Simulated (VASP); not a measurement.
# CdF2 (Fm-3m) in VASP: a series of runs

CdF2 is run at these levels: PBE, r2SCAN; tasks: single point.

Program: VASP 6.6.1. These are calculated values, not measurements. Logs are shortened: lines on timing, memory, paths and dates and some standing lists are left out, and cuts for length are marked.

### Step 1. The cell of the first run

It takes space group Fm-3m (No. 225, cubic). Conventional cell: a = 5.388 Å, b = 5.388 Å, c = 5.388 Å, α = 90.00°, β = 90.00°, γ = 90.00°. Cd (site symmetry m-3m) has 8 F at 2.33 Å within 3.1 Å. Within 3.1 Å of F (site symmetry -43m) lie 4 Cd at 2.33 Å and 6 F at 2.69 Å.

### Step 2. Single point, PBE

Input file INCAR:

```
SYSTEM = CdF2
  PREC = Accurate
  ENCUT = 520
  EDIFF = 1E-7
  ISMEAR = 0
  SIGMA = 0.01
  LREAL = .FALSE.
  LASPH = .TRUE.
  NELM = 100
  ALGO = Normal
  ISIF = 2
  LWAVE = .FALSE.
  LCHARG = .FALSE.
  GGA = PE
  NBANDS = 20
```

Input file KPOINTS:

```
regular mesh
0
G
  8 8 8
  0 0 0
```

Input file POSCAR:

```
CdF2
1.0
    0.0000000000      2.6941776812      2.6941776812
    2.6941776812      0.0000000000      2.6941776812
    2.6941776812      2.6941776812      0.0000000000
Cd F
1 2
Direct
    0.0000000000      0.0000000000      0.0000000000
    0.2500000000      0.2500000000      0.2500000000
    0.7500000000      0.7500000000      0.7500000000
```

Potentials or basis: VASP PAW PBE potentials, release 64 (Cd, F).

On the command line:

```console
cat potpaw_PBE.64/Cd/POTCAR potpaw_PBE.64/F/POTCAR > POTCAR
mpirun -np 1 vasp_std > vasp.out
```

OUTCAR:

```text
SYSTEM = CdF2
   PREC = Accurate
   ENCUT = 520
   EDIFF = 1E-7
   ISMEAR = 0
   LREAL = .FALSE.
   LASPH = .TRUE.
   NELM = 100
   ISIF = 2
   GGA = PE

 ion  position               nearest neighbor table
   1  0.000  0.000  0.000-   3 2.33   3 2.33   3 2.33   2 2.33   3 2.33   2 2.33   2 2.33   2 2.33

   2  0.250  0.250  0.250-   1 2.33   1 2.33   1 2.33   1 2.33
   3  0.750  0.750  0.750-   1 2.33   1 2.33   1 2.33   1 2.33

  LATTYP: Found a face centered cubic cell.
 ALAT       =     5.3883553624

  Lattice vectors:

 A1 = (   0.0000000000,   2.6941776812,   2.6941776812)
 A2 = (   2.6941776812,   0.0000000000,   2.6941776812)
 A3 = (   2.6941776812,   2.6941776812,   0.0000000000)

Analysis of symmetry for initial positions (statically):
=====================================================================
 Subroutine PRICEL returns:
 Original cell was already a primitive cell.

 Routine SETGRP: Setting up the symmetry group for a
 face centered cubic supercell.

 Subroutine GETGRP returns: Found 48 space group operations
 (whereof 48 operations were pure point group operations)
 out of a pool of 48 trial point group operations.

The static configuration has the point symmetry O_h .

Analysis of symmetry for dynamics (positions and initial velocities):
=====================================================================
 Subroutine PRICEL returns:
 Original cell was already a primitive cell.

 Routine SETGRP: Setting up the symmetry group for a
 face centered cubic supercell.

 Subroutine GETGRP returns: Found 48 space group operations
 (whereof 48 operations were pure point group operations)
 out of a pool of 48 trial point group operations.

The dynamic configuration has the point symmetry O_h .

 Subroutine INISYM returns: Found 48 space group operations
 (whereof 48 operations are pure point group operations),
 and found     1 'primitive' translations

----------------------------------------------------------------------------------------

                                     Primitive cell

  volume of cell :      39.1119

  direct lattice vectors                    reciprocal lattice vectors
     0.000000000  2.694177681  2.694177681    -0.185585384  0.185585384  0.185585384
     2.694177681  0.000000000  2.694177681     0.185585384 -0.185585384  0.185585384
     2.694177681  2.694177681  0.000000000     0.185585384  0.185585384 -0.185585384

  length of vectors
     3.810142616  3.810142616  3.810142616     0.321443315  0.321443315  0.321443315

  position of ions in fractional coordinates (direct lattice)
[... 81 lines left out ...]
   EDIFF  = 0.1E-06   stopping-criterion for ELM
   LREAL  =      F    real-space projection
   EDIFFG = 0.1E-05   stopping-criterion for IOM
   NSW    =      0    number of steps for IOM
   IBRION =     -1    ionic relax: 0-MD 1-quasi-New 2-CG
   NFREE  =      0    steps in history (QN), initial steepest desc. (CG)
   ISIF   =      2    stress and relaxation
   ISYM   =      2    0-nonsym 1-usesym 2-fastsym
   POTIM  = 0.5000    time-step for ionic-motion
   TEBEG  =    0.0;   TEEND  =   0.0 temperature during run
   PSTRESS=    0.0 pullay stress
   NELECT =      26.0000    total number of electrons
   NUPDOWN=      -1.0000    fix difference up-down
   EMIN   =  10.00;   EMAX   =-10.00  energy-range for DOS
   EFERMI =   0.00;   METHOD = LEGACY
   ISMEAR =     0;   SIGMA  =   0.01  broadening in eV -4-tet -1-fermi 0-gaus
   EFERMI_NEDOS =   21; number of points for ismear=-14 and -15
   IALGO  =     38    algorithm
   IMIX   =      4    mixing-type and parameters
     AMIX     =   0.40;   BMIX     =  1.00
     AMIX_MAG =   1.60;   BMIX_MAG =  1.00
  volume/ion in A,a.u.               =      13.04        87.98
  Fermi-wavevector in a.u.,A,eV,Ry     =   1.428772  2.699988 27.774804  2.041391
  Thomas-Fermi vector in A             =   2.548798
   LORBIT       =      0    0 simple, 1 ext, 2 COOP (PROOUT), +10 PAW based schemes
   GGA     = PE    functional components
   LHFCALC =     F    Hartree Fock is set to
   AEXX    =    0.0000 exact exchange contribution
   IVDW    =     0    specifies the selected vdW correction
   LEPSILON=     F    determine dielectric tensor
   LRPA    =     F    only Hartree local field effects (RPA)
 non-spin polarized calculation
 Gauss-broadening in eV      SIGMA  =   0.01
  energy-cutoff  :      520.00
  volume of cell :       39.11
 maximum number of plane-waves:      1067
   NGX = 15   NGY = 15   NGZ = 15

 number of electron      25.9999990 magnetization

 Free energy of the ion-electron system (eV)
  ---------------------------------------------------
  ext. energy  EPLUGINS =         0.00000000
  ---------------------------------------------------
  free energy    TOTEN  =       -10.85972028 eV

  energy without entropy =      -10.85972028  energy(sigma->0) =      -10.85972028

 E-fermi :  -1.1639     XC(G=0): -10.4111

 val. band max:       -1.3129577040   @ k =  -0.2500   0.5000   0.2500
 cond. band min:       1.7542715921   @ k =   0.0000   0.0000   0.0000
 fundamental gap:      3.0672292962
 Fermi energy:        -1.1639169727

 k-point     1 :       0.0000    0.0000    0.0000
  band No.  band energies     occupation
      1     -22.1171      2.00000
      2     -21.0129      2.00000
      3      -6.9277      2.00000
      4      -6.9277      2.00000
      5      -6.9277      2.00000
      6      -5.7210      2.00000
[... 541 lines left out ...]
     19      17.4004      0.00000
     20      20.9743      0.00000

 [... further k-points ...]

------------------------ aborting loop because EDIFF is reached ----------------------------------------

  FORCE on cell =-STRESS in cart. coord.  units (eV):
  Direction    XX          YY          ZZ          XY          YZ          ZX
  --------------------------------------------------------------------------------------
  -------------------------------------------------------------------------------------
  Total        1.5050149      1.5050149      1.5050149     -0.0000000      0.0000000      0.0000000
  in kB       61.6513644     61.6513644     61.6513644     -0.0000000      0.0000000      0.0000000
  external PRESSURE =      61.6513644 kB  Pullay stress =       0.0000000 kB

 VOLUME and BASIS-vectors are now :
 -----------------------------------------------------------------------------
  energy-cutoff  :      520.00
  volume of cell :       39.11
      direct lattice vectors                 reciprocal lattice vectors
     0.000000000  2.694177681  2.694177681    -0.185585384  0.185585384  0.185585384
     2.694177681  0.000000000  2.694177681     0.185585384 -0.185585384  0.185585384
     2.694177681  2.694177681  0.000000000     0.185585384  0.185585384 -0.185585384

 POSITION                                       TOTAL-FORCE (eV/Angst)
 -----------------------------------------------------------------------------------
      0.00000      0.00000      0.00000         0.000000     -0.000000      0.000000
      1.34709      1.34709      1.34709        -0.000000      0.000000     -0.000000
      4.04127      4.04127      4.04127         0.000000     -0.000000      0.000000
 -----------------------------------------------------------------------------------
    total drift:                                0.000000      0.000000      0.000000

  FREE ENERGIE OF THE ION-ELECTRON SYSTEM (eV)
  ---------------------------------------------------
  free  energy   TOTEN  =       -10.8597202810 eV

  energy  without entropy=      -10.8597202810  energy(sigma->0) =      -10.85972028
```

OSZICAR:

```text
N       E                     dE             d eps       ncg     rms          rms(c)
DAV:   1     0.197201586216E+03    0.19720E+03   -0.15431E+04  1192   0.131E+03
DAV:   2    -0.415420493905E+01   -0.20136E+03   -0.19379E+03  1272   0.344E+02
DAV:   3    -0.125306383399E+02   -0.83764E+01   -0.83541E+01  1352   0.767E+01
DAV:   4    -0.125667441713E+02   -0.36106E-01   -0.36104E-01  1220   0.516E+00
DAV:   5    -0.125668731677E+02   -0.12900E-03   -0.12900E-03  1344   0.280E-01    0.103E+01
DAV:   6    -0.108295949709E+02    0.17373E+01   -0.39783E+00  1472   0.373E+01    0.746E+00
DAV:   7    -0.108745837915E+02   -0.44989E-01   -0.88237E-01  1176   0.850E+00    0.425E+00
DAV:   8    -0.108674309073E+02    0.71529E-02   -0.13263E-01  1200   0.343E+00    0.702E-01
DAV:   9    -0.108590361467E+02    0.83948E-02   -0.32209E-02  1392   0.224E+00    0.872E-02
DAV:  10    -0.108595989310E+02   -0.56278E-03   -0.28521E-03  1184   0.585E-01    0.119E-01
DAV:  11    -0.108596973804E+02   -0.98449E-04   -0.12278E-04  1268   0.110E-01    0.371E-02
DAV:  12    -0.108597186851E+02   -0.21305E-04   -0.37502E-05  1176   0.531E-02    0.183E-02
DAV:  13    -0.108597204617E+02   -0.17766E-05   -0.62586E-06  1256   0.202E-02    0.305E-03
DAV:  14    -0.108597202484E+02    0.21327E-06   -0.49202E-07  1220   0.878E-03    0.873E-04
DAV:  15    -0.108597202810E+02   -0.32607E-07   -0.64821E-08   984   0.241E-03
   1 F= -.10859720E+02 E0= -.10859720E+02  d E =-.223803-100
```

stdout:

```text
POSCAR found type information on POSCAR CdF
 POSCAR found :  2 types and       3 ions
 scaLAPACK will be used
 LDA part: xc-table for (Slater+PW92), standard interpolation
 POSCAR, INCAR and KPOINTS ok, starting setup
 FFT: planning ... GRIDC
 FFT: planning ... GRID_SOFT
 FFT: planning ... GRID
 WAVECAR not read
 entering main loop
```

Run time: 15 s. Hardware: 1 thread of AMD EPYC 9R45 (Zen 5), shared host; peak memory 0.13 GiB.

Results:

* Free energy: -10.8597 eV
* Pressure: 6.2 GPa
* Band gap on the k mesh: 3.07 eV (least direct gap 3.57 eV)

Caveat: the cell stands under pressure. A k mesh can miss the band edges.

### Step 3. Single point, r2SCAN

POSCAR is that of step 2.

Input file INCAR.step1:

```
PREC = Accurate
ENCUT = 520
ISMEAR = 0
SIGMA = 0.01
LREAL = F
LASPH = T
NELM = 100
NBANDS = 20
GGA = PE
ALGO = Normal
EDIFF = 1E-4
LWAVE = T
LCHARG = F
```

Input file INCAR.step2:

```
PREC = Accurate
ENCUT = 520
EDIFF = 1E-6
ISMEAR = 0
SIGMA = 0.01
LREAL = F
LASPH = T
NELM = 100
ALGO = Normal
ISIF = 2
LWAVE = F
LCHARG = F
METAGGA = R2SCAN
LMIXTAU = T
NBANDS = 20
ISTART = 1
```

Input file KPOINTS:

```
Automatic mesh
0
Gamma
  8 8 8
```

Potentials or basis: VASP PAW PBE potentials, release 64 (Cd, F).

On the command line:

```console
cat potpaw_PBE.64/Cd/POTCAR potpaw_PBE.64/F/POTCAR > POTCAR
cp INCAR.step1 INCAR
mpirun -np 1 vasp_std > vasp.out
cp INCAR.step2 INCAR
mpirun -np 1 vasp_std > vasp.out
```

OUTCAR:

```text
PREC = Accurate
   ENCUT = 520
   EDIFF = 1E-6
   ISMEAR = 0
   LREAL = F
   LASPH = T
   NELM = 100
   ISIF = 2
   METAGGA = R2SCAN
   ISTART = 1

 ion  position               nearest neighbor table
   1  0.000  0.000  0.000-   3 2.33   3 2.33   3 2.33   2 2.33   3 2.33   2 2.33   2 2.33   2 2.33

   2  0.250  0.250  0.250-   1 2.33   1 2.33   1 2.33   1 2.33
   3  0.750  0.750  0.750-   1 2.33   1 2.33   1 2.33   1 2.33

  LATTYP: Found a face centered cubic cell.
 ALAT       =     5.3883553624

  Lattice vectors:

 A1 = (   0.0000000000,   2.6941776812,   2.6941776812)
 A2 = (   2.6941776812,   0.0000000000,   2.6941776812)
 A3 = (   2.6941776812,   2.6941776812,   0.0000000000)

Analysis of symmetry for initial positions (statically):
=====================================================================
 Subroutine PRICEL returns:
 Original cell was already a primitive cell.

 Routine SETGRP: Setting up the symmetry group for a
 face centered cubic supercell.
[... 164 lines left out ...]
  ---------------------------------------------------
  free energy    TOTEN  =       -33.71939316 eV

  energy without entropy =      -33.71939316  energy(sigma->0) =      -33.71939316

 E-fermi :  -1.7403     XC(G=0): -11.0470

 val. band max:       -1.8694155515   @ k =  -0.2500   0.5000   0.2500
 cond. band min:       1.8804053072   @ k =   0.0000   0.0000   0.0000
 fundamental gap:      3.7498208587
 Fermi energy:        -1.7402730227

 k-point     1 :       0.0000    0.0000    0.0000
  band No.  band energies     occupation
      1     -23.8078      2.00000
      2     -22.7419      2.00000
      3      -7.4981      2.00000
      4      -7.4981      2.00000
      5      -7.4981      2.00000
      6      -6.2606      2.00000
[... 541 lines left out ...]
     19      17.6321      0.00000
     20      21.5753      0.00000

 [... further k-points ...]

------------------------ aborting loop because EDIFF is reached ----------------------------------------

  FORCE on cell =-STRESS in cart. coord.  units (eV):
  Direction    XX          YY          ZZ          XY          YZ          ZX
  --------------------------------------------------------------------------------------
  -------------------------------------------------------------------------------------
  Total        0.2430439      0.2430439      0.2430439     -0.0000000     -0.0000000      0.0000000
  in kB        9.9560394      9.9560394      9.9560394     -0.0000000     -0.0000000      0.0000000
  external PRESSURE =       9.9560394 kB  Pullay stress =       0.0000000 kB

 VOLUME and BASIS-vectors are now :
 -----------------------------------------------------------------------------
  energy-cutoff  :      520.00
  volume of cell :       39.11
      direct lattice vectors                 reciprocal lattice vectors
     0.000000000  2.694177681  2.694177681    -0.185585384  0.185585384  0.185585384
     2.694177681  0.000000000  2.694177681     0.185585384 -0.185585384  0.185585384
     2.694177681  2.694177681  0.000000000     0.185585384  0.185585384 -0.185585384

 POSITION                                       TOTAL-FORCE (eV/Angst)
 -----------------------------------------------------------------------------------
      0.00000      0.00000      0.00000         0.000000      0.000000     -0.000000
      1.34709      1.34709      1.34709         0.000000      0.000000      0.000000
      4.04127      4.04127      4.04127        -0.000000     -0.000000     -0.000000
 -----------------------------------------------------------------------------------
    total drift:                                0.000000      0.000000      0.000000

  FREE ENERGIE OF THE ION-ELECTRON SYSTEM (eV)
  ---------------------------------------------------
  free  energy   TOTEN  =       -33.7193931639 eV

  energy  without entropy=      -33.7193931639  energy(sigma->0) =      -33.71939316
```

OUTCAR.step1:

```text
PREC = Accurate
   ENCUT = 520
   ISMEAR = 0
   LREAL = F
[... 778 lines left out ...]
      0.00000      0.00000      0.00000         0.000000     -0.000000      0.000000
      1.34709      1.34709      1.34709         0.000000      0.000000      0.000000
      4.04127      4.04127      4.04127        -0.000000     -0.000000     -0.000000
 -----------------------------------------------------------------------------------
    total drift:                                0.000000      0.000000      0.000000

  FREE ENERGIE OF THE ION-ELECTRON SYSTEM (eV)
  ---------------------------------------------------
  free  energy   TOTEN  =       -10.8596970991 eV

  energy  without entropy=      -10.8596970991  energy(sigma->0) =      -10.85969710
```

Wall time 52 s (1 thread of AMD EPYC 9R45 (Zen 5), shared host); peak memory 0.14 GiB.

Results:

- Free energy: -33.7194 eV
- Pressure: 1.0 GPa
- Band gap on the k mesh: 3.75 eV (least direct gap 4.25 eV)

Caveat: the PAW data sets were made with another functional, which shifts forces and pressure a little. A k mesh can miss the band edges.
